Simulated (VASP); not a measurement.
# Cu (I4/mmm) in VASP: further runs

Cu is run at these levels: PBE; tasks: single point.

All numbers are computed with VASP 6.6.1; they aren't measurements. Logs are shortened: lines on timing, memory, paths and dates and some standing lists are left out, and cuts for length are marked.

### Step 1. The cell of the first run

The structure is tetragonal, space group I4/mmm (No. 139). The conventional cell has a = 2.863 Å, b = 2.863 Å, c = 2.927 Å, α = 90.00°, β = 90.00°, γ = 90.00°. Cu (site symmetry 4/mmm) has 14 Cu at 2.50 to 2.93 Å within 3.3 Å.

### Step 2. Single point, PBE (biaxial strain in the a-b plane: -3.0 %, then relaxed in part)

Input file INCAR:

```
PREC = Accurate
ENCUT = 520
EDIFF = 1E-6
ISMEAR = 0
SIGMA = 0.1
LREAL = F
LASPH = T
NELM = 80
ALGO = Fast
ISIF = 2
LWAVE = F
LCHARG = F
GGA = PE
NBANDS = 18
```

Input file KPOINTS:

```
Automatic mesh
0
Gamma
  14 14 16
```

Input file POSCAR:

```
Cu
1.0
    2.8625299900      0.0000000000      0.0000000000
    0.0000000000      2.8625299900      0.0000000000
    0.0000000000      0.0000000000      2.9265099933
Cu
2
Direct
    0.0000000000      0.0000000000      0.0000000000
    0.5000000000      0.5000000000      0.5000000000
```

Potentials or basis: VASP PAW PBE potentials, release 64 (Cu).

Run with:

```sh
$ cat potpaw_PBE.64/Cu/POTCAR > POTCAR
$ mpirun -np 1 vasp_std > vasp.out
```

OUTCAR:

```text
PREC = Accurate
   ENCUT = 520
   EDIFF = 1E-6
   ISMEAR = 0
   LREAL = F
   LASPH = T
   NELM = 80
   ISIF = 2
   GGA = PE

 ion  position               nearest neighbor table
   1  0.000  0.000  0.000-   2 2.50   2 2.50   2 2.50   2 2.50   2 2.50   2 2.50   2 2.50   2 2.50

   2  0.500  0.500  0.500-   1 2.50   1 2.50   1 2.50   1 2.50   1 2.50   1 2.50   1 2.50   1 2.50

  LATTYP: Found a simple tetragonal cell.
 ALAT       =     2.8625299900
 C/A-ratio  =     1.0223508587

  Lattice vectors:

 A1 = (   2.8625299900,   0.0000000000,   0.0000000000)
 A2 = (   0.0000000000,   2.8625299900,   0.0000000000)
 A3 = (   0.0000000000,   0.0000000000,   2.9265099933)

Analysis of symmetry for initial positions (statically):
=====================================================================
 Subroutine PRICEL returns following result:

  LATTYP: Found a body centered tetragonal cell.
 ALAT       =     2.8625299900
 C/A-ratio  =     1.0223508587

  Lattice vectors:

 A1 = (  -1.4312649950,  -1.4312649950,  -1.4632549966)
 A2 = (   1.4312649950,   1.4312649950,  -1.4632549966)
 A3 = (   1.4312649950,  -1.4312649950,   1.4632549966)

   2 primitive cells build up your supercell.

 Routine SETGRP: Setting up the symmetry group for a
 simple tetragonal supercell.

 Subroutine GETGRP returns: Found 16 space group operations
 (whereof 16 operations were pure point group operations)
 out of a pool of 16 trial point group operations.

The static configuration has the point symmetry D_4h.

Analysis of symmetry for dynamics (positions and initial velocities):
=====================================================================
 Subroutine PRICEL returns following result:

  LATTYP: Found a body centered tetragonal cell.
 ALAT       =     2.8625299900
 C/A-ratio  =     1.0223508587

  Lattice vectors:

 A1 = (  -1.4312649950,  -1.4312649950,  -1.4632549966)
 A2 = (   1.4312649950,   1.4312649950,  -1.4632549966)
 A3 = (   1.4312649950,  -1.4312649950,   1.4632549966)

   2 primitive cells build up your supercell.

 Routine SETGRP: Setting up the symmetry group for a
 simple tetragonal supercell.

 Subroutine GETGRP returns: Found 16 space group operations
 (whereof 16 operations were pure point group operations)
 out of a pool of 16 trial point group operations.

The dynamic configuration has the point symmetry D_4h.

 Subroutine INISYM returns: Found 16 space group operations
 (whereof 16 operations are pure point group operations),
 and found     2 'primitive' translations

----------------------------------------------------------------------------------------

                                     Primitive cell

  volume of cell :      11.9900

  direct lattice vectors                    reciprocal lattice vectors
    -1.431264995 -1.431264995 -1.463254997     0.000000000 -0.349341318 -0.341703942
     1.431264995  1.431264995 -1.463254997     0.349341318  0.000000000 -0.341703942
     1.431264995 -1.431264995  1.463254997     0.349341318 -0.349341318  0.000000000

  length of vectors
     2.497629708  2.497629708  2.497629708     0.488672631  0.488672631  0.494043230

  position of ions in fractional coordinates (direct lattice)
     0.000000000  0.000000000  0.000000000

  ion indices of the primitive-cell ions
   primitive index   ion index
                 1           1

----------------------------------------------------------------------------------------

 KPOINTS: Automatic mesh

Automatic generation of k-mesh.
 Grid dimensions read from file:
 generate k-points for:   14   14   16

 Generating k-lattice:

  Cartesian coordinates                     Fractional coordinates (reciprocal lattice)
     0.024952951  0.000000000  0.000000000     0.071428571  0.000000000  0.000000000
     0.000000000  0.024952951  0.000000000     0.000000000  0.071428571  0.000000000
     0.000000000  0.000000000  0.021356496     0.000000000  0.000000000  0.062500000

  Length of vectors
     0.024952951  0.024952951  0.021356496

  Shift w.r.t. Gamma in fractional coordinates (k-lattice)
     0.000000000  0.000000000  0.000000000

 Subroutine IBZKPT returns following result:
 ===========================================

 Found    324 irreducible k-points:

 Following reciprocal coordinates:
            Coordinates               Weight
  0.000000  0.000000  0.000000      1.000000
  0.071429  0.000000  0.000000      4.000000
  0.142857  0.000000  0.000000      4.000000
  0.214286  0.000000  0.000000      4.000000
  0.285714  0.000000  0.000000      4.000000
  0.357143  0.000000  0.000000      4.000000
[... 16 lines left out ...]
  0.285714  0.214286  0.000000      8.000000
  0.357143  0.214286  0.000000      8.000000
 [... further k-points ...]
   k-points           NKPTS =    324   k-points in BZ     NKDIM =    324   number of bands    NBANDS=     18
   number of dos      NEDOS =    301   number of ions     NIONS =      2
   total plane-waves  NPLWV =  13824
   dimension x,y,z NGX =    24 NGY =   24 NGZ =   24
   dimension x,y,z NGXF=    48 NGYF=   48 NGZF=   48
   ions per type =               2
   NGX,Y,Z   is equivalent  to a cutoff of  13.94, 13.94, 13.63 a.u.
   NGXF,Y,Z  is equivalent  to a cutoff of  27.88, 27.88, 27.27 a.u.
 SYSTEM =  unknown system
   PREC   = accura    normal or accurate (medium, high low for compatibility)
   ISTART =      0    job   : 0-new  1-cont  2-samecut
   ICHARG =      2    charge: 1-file 2-atom 10-const
   ISPIN  =      1    spin polarized calculation?
   LNONCOLLINEAR =      F non collinear calculations
   LSORBIT =      F    spin-orbit coupling
   LASPH  =      T    aspherical Exc in radial PAW
   ENCUT  =  520.0 eV  38.22 Ry    6.18 a.u.   5.32  5.32  5.44*2*pi/ulx,y,z
   NELM   =     80;   NELMIN=  2; NELMDL= -5     # of ELM steps
   EDIFF  = 0.1E-05   stopping-criterion for ELM
   LREAL  =      F    real-space projection
   EDIFFG = 0.1E-04   stopping-criterion for IOM
   NSW    =      0    number of steps for IOM
   IBRION =     -1    ionic relax: 0-MD 1-quasi-New 2-CG
   NFREE  =      0    steps in history (QN), initial steepest desc. (CG)
   ISIF   =      2    stress and relaxation
   ISYM   =      2    0-nonsym 1-usesym 2-fastsym
   POTIM  = 0.5000    time-step for ionic-motion
   TEBEG  =    0.0;   TEEND  =   0.0 temperature during run
   PSTRESS=    0.0 pullay stress
   NELECT =      22.0000    total number of electrons
   NUPDOWN=      -1.0000    fix difference up-down
   EMIN   =  10.00;   EMAX   =-10.00  energy-range for DOS
   EFERMI =   0.00;   METHOD = LEGACY
   ISMEAR =     0;   SIGMA  =   0.10  broadening in eV -4-tet -1-fermi 0-gaus
   EFERMI_NEDOS =   21; number of points for ismear=-14 and -15
   IALGO  =     68    algorithm
   IMIX   =      4    mixing-type and parameters
     AMIX     =   0.40;   BMIX     =  1.00
     AMIX_MAG =   1.60;   BMIX_MAG =  1.00
  volume/ion in A,a.u.               =      11.99        80.91
  Fermi-wavevector in a.u.,A,eV,Ry     =   1.590739  3.006061 34.428885  2.530452
  Thomas-Fermi vector in A             =   2.689388
   LORBIT       =      0    0 simple, 1 ext, 2 COOP (PROOUT), +10 PAW based schemes
   GGA     = PE    functional components
   LHFCALC =     F    Hartree Fock is set to
   AEXX    =    0.0000 exact exchange contribution
   IVDW    =     0    specifies the selected vdW correction
   LEPSILON=     F    determine dielectric tensor
   LRPA    =     F    only Hartree local field effects (RPA)
 non-spin polarized calculation
 RMM-DIIS sequential band-by-band and
 Gauss-broadening in eV      SIGMA  =   0.10
  energy-cutoff  :      520.00
  volume of cell :       23.98
 maximum number of plane-waves:       663
 NGX is ok and might be reduce to    24
   NGX = 11   NGY = 11   NGZ = 11

 number of electron      21.9999994 magnetization

 Free energy of the ion-electron system (eV)
  ---------------------------------------------------
  ext. energy  EPLUGINS =         0.00000000
  ---------------------------------------------------
  free energy    TOTEN  =        -7.38716945 eV

  energy without entropy =       -7.38401053  energy(sigma->0) =       -7.38558999

 E-fermi :   7.4168     XC(G=0): -12.6400

 val. band max:        7.3756803033   @ k =   0.4286   0.1429   0.1250
 cond. band min:       7.4205588917   @ k =   0.5000   0.3571   0.1250
 fundamental gap:      0.0448785884
 Fermi energy:         7.4168461887

 k-point     1 :       0.0000    0.0000    0.0000
  band No.  band energies     occupation
      1      -1.8311      2.00000
      2       2.8438      2.00000
      3       2.8701      2.00000
      4       4.3164      2.00000
      5       4.3164      2.00000
      6       4.3977      2.00000
[... 10 lines left out ...]
     17      23.0937      0.00000
     18      32.0154      0.00000

 k-point     2 :       0.0714    0.0000    0.0000
  band No.  band energies     occupation
      1      -1.7322      2.00000
      2       2.8760      2.00000
      3       2.8982      2.00000
      4       4.3152      2.00000
      5       4.3360      2.00000
      6       4.3965      2.00000
[... 10 lines left out ...]
     17      23.6600      0.00000
     18      31.5699      0.00000

 k-point     3 :       0.1429    0.0000    0.0000
  band No.  band energies     occupation
      1      -1.4380      2.00000
      2       2.9610      2.00000
      3       2.9840      2.00000
      4       4.3140      2.00000
      5       4.3940      2.00000
      6       4.3950      2.00000
[... 10 lines left out ...]
     17      25.5293      0.00000
     18      29.7854      0.00000

 k-point     4 :       0.2143    0.0000    0.0000
  band No.  band energies     occupation
      1      -0.9568      2.00000
      2       3.0565      2.00000
      3       3.1378      2.00000
      4       4.3189      2.00000
      5       4.3993      2.00000
      6       4.4873      2.00000
[... 375 lines left out ...]
      4       4.0235      2.00000
      5       4.3203      2.00000
      6       4.8121      2.00000
[... 10 lines left out ...]
     17      27.4947      0.00000
     18      27.9892      0.00000

 k-point    23 :       0.2857    0.2143    0.0000
  band No.  band energies     occupation
      1       0.4610      2.00000
      2       3.2067      2.00000
      3       3.5944      2.00000
      4       3.9599      2.00000
      5       4.3109      2.00000
      6       4.5620      2.00000
[... 10 lines left out ...]
     17      26.9791      0.00000
     18      27.1338      0.00000

 k-point    24 :       0.3571    0.2143    0.0000
  band No.  band energies     occupation
      1       1.1533      2.00000
      2       3.1120      2.00000
      3       3.8022      2.00000
      4       3.9367      2.00000
      5       4.3137      2.00000
      6       4.3414      2.00000
[... 10 lines left out ...]
     17      25.3830      0.00000
     18      25.8380      0.00000

 [... further k-points ...]

------------------------ aborting loop because EDIFF is reached ----------------------------------------

  FORCE on cell =-STRESS in cart. coord.  units (eV):
  Direction    XX          YY          ZZ          XY          YZ          ZX
  --------------------------------------------------------------------------------------
  -------------------------------------------------------------------------------------
  Total        0.2212975      0.2212975      0.1747306      0.0000000     -0.0000000     -0.0000000
  in kB       14.7855345     14.7855345     11.6742616      0.0000000     -0.0000000     -0.0000000
  external PRESSURE =      13.7484435 kB  Pullay stress =       0.0000000 kB

 VOLUME and BASIS-vectors are now :
 -----------------------------------------------------------------------------
  energy-cutoff  :      520.00
  volume of cell :       23.98
      direct lattice vectors                 reciprocal lattice vectors
     2.862529990  0.000000000  0.000000000     0.349341318  0.000000000  0.000000000
     0.000000000  2.862529990  0.000000000     0.000000000  0.349341318  0.000000000
     0.000000000  0.000000000  2.926509993     0.000000000  0.000000000  0.341703942

 POSITION                                       TOTAL-FORCE (eV/Angst)
 -----------------------------------------------------------------------------------
      0.00000      0.00000      0.00000        -0.000000      0.000000      0.000000
      1.43126      1.43126      1.46325         0.000000     -0.000000     -0.000000
 -----------------------------------------------------------------------------------
    total drift:                                0.000000      0.000000     -0.000000

  FREE ENERGIE OF THE ION-ELECTRON SYSTEM (eV)
  ---------------------------------------------------
  free  energy   TOTEN  =        -7.3871694469 eV

  energy  without entropy=       -7.3840105268  energy(sigma->0) =       -7.38558999
```

Run time: 79 s. Hardware: 1 thread of Intel Xeon Platinum 8259CL at 2.50GHz (Skylake/Cascade Lake), shared host; peak memory 0.23 GiB.

What came out:

```yaml
Free_energy: -7.3872 eV
Pressure: 1.4 GPa
Band_gap_on_the_k_mesh: zero (band 11 reaches 13.79 eV, above the bottom of band 12 at 5.99 eV)
```

Levels at points of the mesh, in eV from the Fermi level:
```tsv
k point	band 7	band 8	band 9	band 10	band 11	band 12	band 13	band 14	band 15	band 16
(0.00, 0.00, 0.00)	-2.13	-2.05	-1.55	-1.53	-1.53	7.58	8.39	8.39	13.18	13.68
(0.50, 0.00, 0.00)	-2.76	-2.76	-2.32	-2.32	-1.26	-1.26	13.99	13.99	14.74	14.74
(0.50, 0.50, 0.00)	-1.96	-1.96	-1.37	-1.37	-0.45	-0.45	4.41	4.41	16.93	16.93
(0.00, 0.00, 0.50)	-2.75	-2.75	-2.29	-2.29	-1.43	-1.43	14.51	14.51	14.51	14.51
(0.50, 0.00, 0.50)	-1.98	-1.98	-1.38	-1.38	-0.62	-0.62	4.17	4.17	17.55	17.55
(0.50, 0.50, 0.50)	-1.98	-1.98	-1.94	-1.94	6.37	6.37	6.37	6.37	6.52	6.52
```

Caveat: the cell differs from its parent crystal (biaxial strain in the a-b plane: -3.0 %, then relaxed in part).

### Step 3. Single point, PBE (biaxial strain in the a-b plane: -1.0 %, then relaxed in part)

Input file INCAR:

```
SYSTEM = Cu
ALGO = Fast ; EDIFF = 1E-6
ENCUT = 520 ; GGA = PE
ISIF = 2 ; ISMEAR = 0
LASPH = .True. ; LCHARG = .False.
LREAL = .False. ; LWAVE = .False.
NBANDS = 18 ; NELM = 80
PREC = Accurate ; SIGMA = 0.1
```

Input file KPOINTS:

```
k-points
0
Gamma
  14 14 16
  0 0 0
```

Input file POSCAR:

```
Cu
1.0
    2.9215512269      0.0000000000      0.0000000000
    0.0000000000      2.9215512269      0.0000000000
    0.0000000000      0.0000000000      2.8139658434
Cu
2
Direct
    0.0000000000      0.0000000000      0.0000000000
    0.5000000000      0.5000000000      0.5000000000
```

Potentials or basis: VASP PAW PBE potentials, release 64 (Cu).

Run with:

```sh
$ cat potpaw_PBE.64/Cu/POTCAR > POTCAR
$ mpirun -np 1 vasp_std > vasp.out
```

It took 86 s on 1 thread of Intel Xeon Platinum 8259CL at 2.50GHz (Skylake/Cascade Lake), shared host; peak memory 0.23 GiB.

It converged, with:

```
Free energy            : -7.3885 eV
Pressure               : 1.2 GPa
Band gap on the k mesh : zero (band 11 reaches 13.65 eV, above the bottom of band 12 at 5.99 eV)
```

Stress tensor (GPa, compression positive):
```
1.14 0.00 0.00
0.00 1.14 0.00
0.00 0.00 1.24
```

Levels at points of the mesh, in eV from the Fermi level:
```csv
k point,band 9,band 10,band 11,band 12,band 13,band 14
"(0.00, 0.00, 0.00)",-1.55,-1.55,-1.51,7.65,7.65,9.06
"(0.50, 0.00, 0.00)",-2.29,-2.29,-1.41,-1.41,13.84,13.84
"(0.50, 0.50, 0.00)",-1.39,-1.39,-0.74,-0.74,3.98,3.98
"(0.00, 0.00, 0.50)",-2.33,-2.33,-1.12,-1.12,14.23,14.23
"(0.50, 0.00, 0.50)",-1.37,-1.37,-0.46,-0.46,4.38,4.38
"(0.50, 0.50, 0.50)",-1.92,-1.92,6.25,6.25,6.50,6.50
```

Caveat: the cell differs from its parent crystal (biaxial strain in the a-b plane: -1.0 %, then relaxed in part).

### Step 4. Single point, PBE (biaxial strain in the a-b plane: -3.0 %)

Input file INCAR:

```
PREC = Accurate ; ENCUT = 520
EDIFF = 1E-7 ; ISMEAR = 0
SIGMA = 0.1 ; LREAL = F
LASPH = T ; NELM = 100
ALGO = Normal ; ISIF = 2
LWAVE = F ; LCHARG = T
GGA = PE ; LELF = T
LVHAR = T ; NBANDS = 18
```

Input file KPOINTS:

```
regular mesh
0
Gamma
  14 14 16
```

Input file POSCAR:

```
Cu
1.0
    2.8625299900      0.0000000000      0.0000000000
    0.0000000000      2.8625299900      0.0000000000
    0.0000000000      0.0000000000      2.8087747864
Cu
2
Direct
    0.0000000000      0.0000000000      0.0000000000
    0.5000000000      0.5000000000      0.5000000000
```

Run with:

```sh
$ cat potpaw_PBE.64/Cu/POTCAR > POTCAR
$ mpirun -np 1 vasp_std > vasp.out
```

It took 80 s on 1 thread of Intel Xeon Platinum 8259CL at 2.50GHz (Skylake/Cascade Lake), shared host; peak memory 0.22 GiB.

Results (log left out):

```
Free energy            : -7.3649 eV
Pressure               : 7.1 GPa
Band gap on the k mesh : zero (band 11 reaches 14.42 eV, above the bottom of band 12 at 6.54 eV)
```

Levels at points of the mesh, in eV from the Fermi level:
```tsv
k point	band 8	band 9	band 10	band 11	band 12	band 13	band 14	band 15
(0.00, 0.00, 0.00)	-2.11	-1.57	-1.57	-1.55	8.07	8.07	8.80	13.59
(0.50, 0.00, 0.00)	-2.84	-2.37	-2.37	-1.38	-1.38	14.53	14.53	15.21
(0.50, 0.50, 0.00)	-2.05	-1.39	-1.39	-0.76	-0.76	4.34	4.34	18.04
(0.00, 0.00, 0.50)	-2.91	-2.40	-2.40	-1.23	-1.23	14.74	14.74	14.74
(0.50, 0.00, 0.50)	-2.01	-1.38	-1.38	-0.61	-0.61	4.55	4.55	17.54
(0.50, 0.50, 0.50)	-2.03	-1.99	-1.99	6.50	6.50	6.63	6.63	6.63
```

Caveat: the cell differs from its parent crystal (biaxial strain in the a-b plane: -3.0 %).

### Step 5. Overview

```tsv
cell	gap on the mesh (eV)	pressure (GPa)
a = 2.863, b = 2.863, c = 2.927 Å, 2 atoms	none	1.4
a = 2.922, b = 2.922, c = 2.814 Å, 2 atoms	none	1.2
a = 2.863, b = 2.863, c = 2.809 Å, 2 atoms	none	7.1
```

Alike in all rows: task single point; level PBE; potentials or basis VASP PAW PBE potentials, release 64 (Cu); no spin polarisation; k mesh 14 × 14 × 16; cutoff (eV) 520; smearing gaussian 0.1 eV.

Total energies depend on the potentials used, so only differences within one code and one set of settings carry meaning.
